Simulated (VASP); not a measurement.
## SnTe: single point with PBEsol

Crystal: SnTe.

```
CELL_PARAMETERS angstrom
3.17568 3.17568 0.00000
-3.17568 3.17568 0.00000
0.00000 3.17568 3.12537
ATOMIC_POSITIONS crystal
Sn 0.00000 0.00000 0.00000
Te 0.50000 0.50000 0.00000
```

This cell differs from its parent crystal: in-plane strain +0.01.

```json
{
 "Program": "VASP 6.6.1",
 "Task": "single point",
 "Functional": "PBEsol",
 "Potentials or basis": "VASP PAW PBE potentials, release 64 (Sn_d, Te)",
 "Cutoff": "520 eV",
 "k mesh": "10 × 10 × 10",
 "Occupations": "gaussian, width 0.01 eV",
 "Spin": "no spin polarisation"
}
```

The pressure is -0.6 GPa and the band gap on the k mesh is 0.13 eV.

Stress tensor (GPa, compression positive):
```
-1.33  0.00  0.00
 0.00 -1.33  0.00
 0.00  0.00  0.75
```

Levels at points of the mesh, in eV from the valence-band top:
| k point | band 7 | band 8 | band 9 | band 10 | band 11 | band 12 | band 13 | band 14 |
| --- | --- | --- | --- | --- | --- | --- | --- | --- |
| (0.00, 0.00, 0.00) | -4.69 | -2.17 | -2.00 | -2.00 | 3.24 | 3.24 | 3.63 | 4.75 |
| (0.50, 0.00, 0.00) | -8.26 | -1.74 | -1.70 | 0.00 | 0.13 | 0.38 | 0.46 | 7.72 |
| (0.50, 0.50, 0.00) | -6.40 | -5.48 | -3.73 | -3.55 | 2.20 | 4.75 | 5.17 | 6.28 |
| (0.00, 0.00, 0.50) | -6.50 | -5.52 | -3.68 | -3.68 | 2.15 | 4.89 | 4.89 | 6.53 |

Wall time 94 s on 1 thread of Intel(R) Xeon(R) Platinum 8259CL CPU @ 2.50GHz (Skylake/Cascade Lake), on a shared host, peak memory 0.28 GiB.

Caveat: the cell differs from its parent crystal (in-plane strain +0.01); the PAW data sets were made with another functional, which shifts forces and pressure a little; spin-orbit coupling is left out, which moves the levels of the heavy elements. A k mesh can miss the band edges.
